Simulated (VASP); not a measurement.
# Bi2Te3: single point with PBEsol

Bi2Te3:

```xyz
5
Lattice="4.1735 2.4096 18.7965 -4.1735 2.4096 18.7965 0.0000 -4.8191 18.7965" Properties=species:S:1:pos:R:3 pbc="T T T"
Bi    0.0000    0.0000   45.7882
Bi    0.0000    0.0000   22.6686
Te    0.0000    0.0000   34.4540
Te    0.0000    0.0000   11.2779
Te    0.0000    0.0000    0.0000
```

```
Program             : VASP 6.6.1
Task                : single point
Functional          : PBEsol
Potentials or basis : VASP PAW PBE potentials, release 64 (Bi_d, Te)
Cutoff              : 520 eV
k mesh              : 3 × 3 × 3
Occupations         : gaussian, width 0.1 eV
Spin                : no spin polarisation
```

```yaml
Pressure: -0.4 GPa
Largest_force: 0.289 eV/Å
Band_gap_on_the_k_mesh: zero (filled and empty bands touch)
```

Forces in eV/Å, atoms in the order of the input:
```
Bi   0.000  0.000  0.199
Bi   0.000  0.000 -0.028
Te   0.000  0.000  0.133
Te   0.000  0.000 -0.289
Te   0.000  0.000 -0.014
```

Levels at points of the mesh, in eV from the Fermi level:
| k point | band 22 | band 23 | band 24 | band 25 | band 26 | band 27 |
| --- | --- | --- | --- | --- | --- | --- |
| (0.00, 0.00, 0.00) | -0.03 | -0.02 | -0.01 | -0.01 | 0.02 | 0.02 |

Run time: 57 min on 1 thread of Intel(R) Xeon(R) Platinum 8488C (Sapphire Rapids), with other jobs on the host, peak memory 4.1 GiB.

Caveat: the PAW data sets were made with another functional, which shifts forces and pressure a little; spin-orbit coupling is left out, which moves the levels of the heavy elements.
